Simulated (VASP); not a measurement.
Set up this calculation in VASP 6.6.1, as the native input.

```
Task                   : single point
Functional             : PBE
Potentials or basis    : VASP PAW PBE potentials, release 64 (Bi_d)
Cutoff                 : 520 eV
k mesh                 : 14 × 14 × 8
Occupations            : gaussian, width 0.05 eV
Spin                   : no spin polarisation
Dipole correction      : no
Further INCAR settings : ALGO = Normal; EDIFF = 1e-06; NBANDS = 22
```

The structure of Bi lies in POSCAR:

```
Bi
1.0
    3.5463542130      0.0000000000      0.0000000000
   -1.7731771065      3.0712328392      0.0000000000
    0.0000000000      0.0000000000      5.8253591467
Bi
2
Direct
    0.3333333333      0.6666666667      0.7500000000
    0.6666666667      0.3333333333      0.2500000000
```

These files were run (other wordings do the same):

INCAR

```
SYSTEM = Bi
  PREC = Accurate
  ENCUT = 520
  EDIFF = 1E-6
  ISMEAR = 0
  SIGMA = 0.05
  LREAL = .FALSE.
  LASPH = .TRUE.
  NELM = 100
  ALGO = Normal
  ISIF = 2
  LWAVE = .FALSE.
  LCHARG = .FALSE.
  GGA = PE
  NBANDS = 22
```

KPOINTS

```
regular mesh
0
G
  14 14 8
  0 0 0
```

Potentials or basis: VASP PAW PBE potentials, release 64 (Bi_d).

Command:

```console
$ cat potpaw_PBE.64/Bi_d/POTCAR > POTCAR
$ mpirun -np 1 vasp_std > vasp.out
```

Results of the run:

```json
{"Pressure": "-0.1 GPa", "Band gap on the k mesh": "zero (band 15 reaches 11.79 eV, above the bottom of band 16 at 5.24 eV)"}
```

Caveat: spin-orbit coupling is left out, which moves the levels of the heavy elements.

Run time: 71 s on 1 thread of Intel(R) Xeon(R) Platinum 8488C (Sapphire Rapids), on a shared host, peak memory 0.27 GiB.
